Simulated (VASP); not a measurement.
# Ba2C (Fm-3m) in VASP: notebook

The runs below take Ba2C through single point, with r2SCAN, PBE.

Everything below comes from runs of VASP 6.6.1. Logs are shortened: lines on timing, memory, paths and dates and some standing lists are left out, and cuts for length are marked.

### Step 1. The cell of the first run

The structure is cubic, space group Fm-3m (No. 225). The conventional cell has a = 6.870 Å, b = 6.870 Å, c = 6.870 Å, α = 90.00°, β = 90.00°, γ = 90.00°. C (site symmetry m-3m) has 8 Ba at 2.97 Å within 3.9 Å. Within 3.9 Å of Ba (site symmetry -43m) lie 4 C at 2.97 Å and 6 Ba at 3.44 Å.

### Step 2. Single point, r2SCAN (27.02 Å³/atom)

Contents of POSCAR:

```
Ba2C
1.0
    0.0000000000      3.4350646621      3.4350646621
    3.4350646621      0.0000000000      3.4350646621
    3.4350646621      3.4350646621      0.0000000000
C Ba
1 2
Direct
    0.0000000000      0.0000000000      0.0000000000
    0.2500000000      0.2500000000      0.2500000000
    0.7500000000      0.7500000000      0.7500000000
```

Contents of INCAR.step1:

```
SYSTEM = Ba2C
ALGO = Normal
EDIFF = 1E-5
ENCUT = 1430
GGA = PE
GGA_COMPAT = .FALSE.
ISMEAR = -1
LASPH = .TRUE.
LCHARG = .FALSE.
LREAL = .FALSE.
LWAVE = .TRUE.
NBANDS = 19
NELM = 120
PREC = Accurate
SIGMA = 0.02
```

Contents of INCAR.step2:

```
SYSTEM = Ba2C
ALGO = Normal
EDIFF = 1E-6
ENCUT = 1430
GGA_COMPAT = .FALSE.
ISIF = 2
ISMEAR = -1
ISTART = 1
LASPH = .TRUE.
LCHARG = .FALSE.
LMIXTAU = .TRUE.
LREAL = .FALSE.
LWAVE = .FALSE.
METAGGA = R2SCAN
NBANDS = 19
NELM = 120
PREC = Accurate
SIGMA = 0.02
```

Contents of KPOINTS:

```
k-points
0
G
  6 6 6
  0 0 0
```

Potentials or basis: VASP PAW PBE potentials, release 64 (C_h, Ba_sv).

Run with:

```console
> cat potpaw_PBE.64/C_h/POTCAR potpaw_PBE.64/Ba_sv/POTCAR > POTCAR
> cp INCAR.step1 INCAR
> mpirun -np 1 vasp_std > vasp.out
> cp INCAR.step2 INCAR
> mpirun -np 1 vasp_std > vasp.out
```

OUTCAR:

```text
SYSTEM = Ba2C
   EDIFF = 1E-6
   ENCUT = 1430
   ISIF = 2
   ISMEAR = -1
   ISTART = 1
   LASPH = .TRUE.
   LREAL = .FALSE.
   METAGGA = R2SCAN
   NELM = 120
   PREC = Accurate

 ion  position               nearest neighbor table
   1  0.000  0.000  0.000-   3 2.97   3 2.97   3 2.97   2 2.97   2 2.97   2 2.97   3 2.97   2 2.97

   2  0.250  0.250  0.250-   1 2.97   1 2.97   1 2.97   1 2.97   3 3.44   3 3.44   3 3.44   3 3.44
                             3 3.44   3 3.44
   3  0.750  0.750  0.750-   1 2.97   1 2.97   1 2.97   1 2.97   2 3.44   2 3.44   2 3.44   2 3.44
                             2 3.44   2 3.44

  LATTYP: Found a face centered cubic cell.
 ALAT       =     6.8701293242

  Lattice vectors:

 A1 = (   0.0000000000,   3.4350646621,   3.4350646621)
 A2 = (   3.4350646621,   0.0000000000,   3.4350646621)
 A3 = (   3.4350646621,   3.4350646621,   0.0000000000)

Analysis of symmetry for initial positions (statically):
=====================================================================
 Subroutine PRICEL returns:
 Original cell was already a primitive cell.

 Routine SETGRP: Setting up the symmetry group for a
 face centered cubic supercell.

 Subroutine GETGRP returns: Found 48 space group operations
 (whereof 48 operations were pure point group operations)
 out of a pool of 48 trial point group operations.

The static configuration has the point symmetry O_h .

Analysis of symmetry for dynamics (positions and initial velocities):
=====================================================================
 Subroutine PRICEL returns:
 Original cell was already a primitive cell.

 Routine SETGRP: Setting up the symmetry group for a
 face centered cubic supercell.

 Subroutine GETGRP returns: Found 48 space group operations
 (whereof 48 operations were pure point group operations)
 out of a pool of 48 trial point group operations.

The dynamic configuration has the point symmetry O_h .

 Subroutine INISYM returns: Found 48 space group operations
 (whereof 48 operations are pure point group operations),
 and found     1 'primitive' translations

----------------------------------------------------------------------------------------

                                     Primitive cell

  volume of cell :      81.0653

  direct lattice vectors                    reciprocal lattice vectors
     0.000000000  3.435064662  3.435064662    -0.145557668  0.145557668  0.145557668
     3.435064662  0.000000000  3.435064662     0.145557668 -0.145557668  0.145557668
     3.435064662  3.435064662  0.000000000     0.145557668  0.145557668 -0.145557668

[... 75 lines left out ...]
   NELM   =    120;   NELMIN=  2; NELMDL=  0     # of ELM steps
   EDIFF  = 0.1E-05   stopping-criterion for ELM
   LREAL  =      F    real-space projection
   EDIFFG = 0.1E-04   stopping-criterion for IOM
   NSW    =      0    number of steps for IOM
   IBRION =     -1    ionic relax: 0-MD 1-quasi-New 2-CG
   NFREE  =      0    steps in history (QN), initial steepest desc. (CG)
   ISIF   =      2    stress and relaxation
   ISYM   =      2    0-nonsym 1-usesym 2-fastsym
   POTIM  = 0.5000    time-step for ionic-motion
   TEBEG  =    0.0;   TEEND  =   0.0 temperature during run
   PSTRESS=    0.0 pullay stress
   NELECT =      24.0000    total number of electrons
   NUPDOWN=      -1.0000    fix difference up-down
   EMIN   =  10.00;   EMAX   =-10.00  energy-range for DOS
   EFERMI =   0.00;   METHOD = LEGACY
   ISMEAR =    -1;   SIGMA  =   0.02  broadening in eV -4-tet -1-fermi 0-gaus
   EFERMI_NEDOS =   21; number of points for ismear=-14 and -15
   IALGO  =     38    algorithm
   IMIX   =      4    mixing-type and parameters
     AMIX     =   0.40;   BMIX     =  1.00
     AMIX_MAG =   1.60;   BMIX_MAG =  1.00
  volume/ion in A,a.u.               =      27.02       182.35
  Fermi-wavevector in a.u.,A,eV,Ry     =   1.091106  2.061892 16.197907  1.190513
  Thomas-Fermi vector in A             =   2.227344
   LORBIT       =      0    0 simple, 1 ext, 2 COOP (PROOUT), +10 PAW based schemes
   METAGGA = R2SCAN    functional components
   LHFCALC =     F    Hartree Fock is set to
   AEXX    =    0.0000 exact exchange contribution
   IVDW    =     0    specifies the selected vdW correction
   LEPSILON=     F    determine dielectric tensor
   LRPA    =     F    only Hartree local field effects (RPA)
 non-spin polarized calculation
  energy-cutoff  :     1430.00
  volume of cell :       81.07
 maximum number of plane-waves:     10001
   NGX = 29   NGY = 29   NGZ = 29

 number of electron      24.0000000 magnetization

 Free energy of the ion-electron system (eV)
  ---------------------------------------------------
  ext. energy  EPLUGINS =         0.00000000
  ---------------------------------------------------
  free energy    TOTEN  =       -60.82015836 eV

  energy without entropy =      -60.81898244  energy(sigma->0) =      -60.81957040

 E-fermi :   3.9064     XC(G=0): -10.0054

 val. band max:        3.7359309368   @ k =   0.5000   0.5000   0.0000
 cond. band min:       3.9141113929   @ k =   0.5000   0.5000   0.0000
 fundamental gap:      0.1781804561
 Fermi energy:         3.9064257814

 k-point     1 :       0.0000    0.0000    0.0000
  band No.  band energies     occupation
      1     -25.4926      2.00000
      2     -24.6749      2.00000
      3     -10.6292      2.00000
      4     -10.6292      2.00000
      5     -10.6292      2.00000
      6      -9.2281      2.00000
[... 329 lines left out ...]
      6      -9.5583      2.00000
[... 11 lines left out ...]
     18       8.5838      0.00000
     19       9.3960      0.00000

------------------------ aborting loop because EDIFF is reached ----------------------------------------

  FORCE on cell =-STRESS in cart. coord.  units (eV):
  Direction    XX          YY          ZZ          XY          YZ          ZX
  --------------------------------------------------------------------------------------
  -------------------------------------------------------------------------------------
  Total        2.1682588      2.1682588      2.1682588      0.0000000      0.0000000     -0.0000000
  in kB       42.8535656     42.8535656     42.8535656      0.0000000      0.0000000     -0.0000000
  external PRESSURE =      42.8535656 kB  Pullay stress =       0.0000000 kB

 VOLUME and BASIS-vectors are now :
 -----------------------------------------------------------------------------
  energy-cutoff  :     1430.00
  volume of cell :       81.07
      direct lattice vectors                 reciprocal lattice vectors
     0.000000000  3.435064662  3.435064662    -0.145557668  0.145557668  0.145557668
     3.435064662  0.000000000  3.435064662     0.145557668 -0.145557668  0.145557668
     3.435064662  3.435064662  0.000000000     0.145557668  0.145557668 -0.145557668

 POSITION                                       TOTAL-FORCE (eV/Angst)
 -----------------------------------------------------------------------------------
      0.00000      0.00000      0.00000        -0.000000     -0.000000     -0.000000
      1.71753      1.71753      1.71753        -0.000000     -0.000000     -0.000000
      5.15260      5.15260      5.15260         0.000000      0.000000      0.000000
 -----------------------------------------------------------------------------------
    total drift:                               -0.000000     -0.000000     -0.000000

  FREE ENERGIE OF THE ION-ELECTRON SYSTEM (eV)
  ---------------------------------------------------
  free  energy   TOTEN  =       -60.8201583561 eV

  energy  without entropy=      -60.8189824352  energy(sigma->0) =      -60.81957040
```

OUTCAR.step1:

```text
SYSTEM = Ba2C
   EDIFF = 1E-5
   ENCUT = 1430
   GGA = PE
   ISMEAR = -1
   LASPH = .TRUE.
   LREAL = .FALSE.
   NELM = 120
[... 565 lines left out ...]
      0.00000      0.00000      0.00000        -0.000000     -0.000000      0.000000
      1.71753      1.71753      1.71753         0.000000      0.000000      0.000000
      5.15260      5.15260      5.15260        -0.000000     -0.000000     -0.000000
 -----------------------------------------------------------------------------------
    total drift:                               -0.000000     -0.000000     -0.000000

  FREE ENERGIE OF THE ION-ELECTRON SYSTEM (eV)
  ---------------------------------------------------
  free  energy   TOTEN  =       -10.6951651715 eV

  energy  without entropy=      -10.6938585796  energy(sigma->0) =      -10.69451188
```

OSZICAR.step1:

```text
N       E                     dE             d eps       ncg     rms          rms(c)
DAV:   1     0.228319910869E+03    0.22832E+03   -0.19434E+04   608   0.249E+03
DAV:   2     0.398531662291E+01   -0.22433E+03   -0.21654E+03   812   0.299E+02
DAV:   3    -0.137956153487E+02   -0.17781E+02   -0.17114E+02   801   0.826E+01
DAV:   4    -0.143700056779E+02   -0.57439E+00   -0.57390E+00   827   0.107E+01
DAV:   5    -0.143755586991E+02   -0.55530E-02   -0.55521E-02   841   0.123E+00    0.105E+01
DAV:   6    -0.116369384525E+02    0.27386E+01   -0.45479E+01   759   0.181E+01    0.866E+00
DAV:   7    -0.107591639514E+02    0.87777E+00   -0.59907E+00   742   0.682E+00    0.304E+00
DAV:   8    -0.106971201024E+02    0.62044E-01   -0.36648E-01   659   0.311E+00    0.105E+00
DAV:   9    -0.106946259995E+02    0.24941E-02   -0.26902E-02   891   0.974E-01    0.149E-01
DAV:  10    -0.106951688108E+02   -0.54281E-03   -0.20762E-03   742   0.255E-01    0.480E-02
DAV:  11    -0.106951671309E+02    0.16799E-05   -0.37263E-04   815   0.991E-02    0.953E-03
DAV:  12    -0.106951651715E+02    0.19594E-05   -0.12582E-05   547   0.212E-02
   1 F= -.10695165E+02 E0= -.10694512E+02  d E =-.130659E-02
```

It took 7.3 min on 1 thread of Intel Xeon Platinum 8375C at 2.90GHz (Ice Lake), shared host; peak memory 0.61 GiB.

What came out:

```
Free energy            : -60.8202 eV
Pressure               : 4.3 GPa
Band gap on the k mesh : zero (filled and empty bands touch)
```

Caveat: the cell stands under pressure; the structure was generated, so it needn't be the stable form of Ba2C; the PAW data sets were made with another functional, which shifts forces and pressure a little; spin-orbit coupling is left out, which moves the levels of the heavy elements.

### Step 3. Single point, PBE (29.86 Å³/atom)

This run uses another cell than the first one, of 29.86 Å³/atom.

Contents of INCAR:

```
SYSTEM = Ba2C
PREC = Accurate
ENCUT = 1300
EDIFF = 1E-6
ISMEAR = -1
SIGMA = 0.02
LREAL = .False.
LASPH = .True.
NELM = 120
ALGO = Normal
ISIF = 2
LWAVE = .False.
LCHARG = .True.
GGA = PE
LELF = .True.
LVHAR = .True.
NBANDS = 19
GGA_COMPAT = .False.
```

Contents of KPOINTS:

```
regular mesh
0
Gamma
  6 6 6
  0 0 0
```

Contents of POSCAR:

```
Ba2C
1.0
    0.0000000000      3.5515068259      3.5515068259
    3.5515068259      0.0000000000      3.5515068259
    3.5515068259      3.5515068259      0.0000000000
C Ba
1 2
Direct
    0.0000000000      0.0000000000      0.0000000000
    0.2500000000      0.2500000000      0.2500000000
    0.7500000000      0.7500000000      0.7500000000
```

Potentials or basis: VASP PAW PBE potentials, release 64 (C_h, Ba_sv).

Run with:

```console
> cat potpaw_PBE.64/C_h/POTCAR potpaw_PBE.64/Ba_sv/POTCAR > POTCAR
> mpirun -np 1 vasp_std > vasp.out
```

It took 2.9 min on 1 thread of Intel Xeon Platinum 8259CL at 2.50GHz (Skylake/Cascade Lake), shared host; peak memory 0.52 GiB.

It converged, with:

| Property | Result |
| --- | --- |
| Free energy | -10.8089 eV |
| Pressure | 0.2 GPa |
| Band gap on the k mesh | zero (bands 12 and 13 overlap by 0.10 eV) |

Levels at points of the mesh, in eV from the Fermi level:
| k point | band 8 | band 9 | band 10 | band 11 | band 12 | band 13 | band 14 | band 15 | band 16 | band 17 |
| --- | --- | --- | --- | --- | --- | --- | --- | --- | --- | --- |
| (0.00, 0.00, 0.00) | -12.66 | -8.02 | -1.77 | -1.77 | -1.77 | 0.08 | 0.34 | 0.34 | 4.40 | 4.40 |
| (0.50, 0.00, 0.00) | -13.29 | -7.51 | -0.72 | -0.65 | -0.65 | 1.31 | 2.27 | 2.27 | 3.85 | 3.85 |
| (0.50, 0.50, 0.00) | -12.31 | -7.58 | -1.57 | -0.16 | 0.12 | 0.12 | 1.22 | 1.71 | 4.23 | 4.28 |

Caveat: the structure was generated, so it needn't be the stable form of Ba2C; spin-orbit coupling is left out, which moves the levels of the heavy elements.

The gap in the log of VASP goes by the Fermi energy; the results here count the filled bands.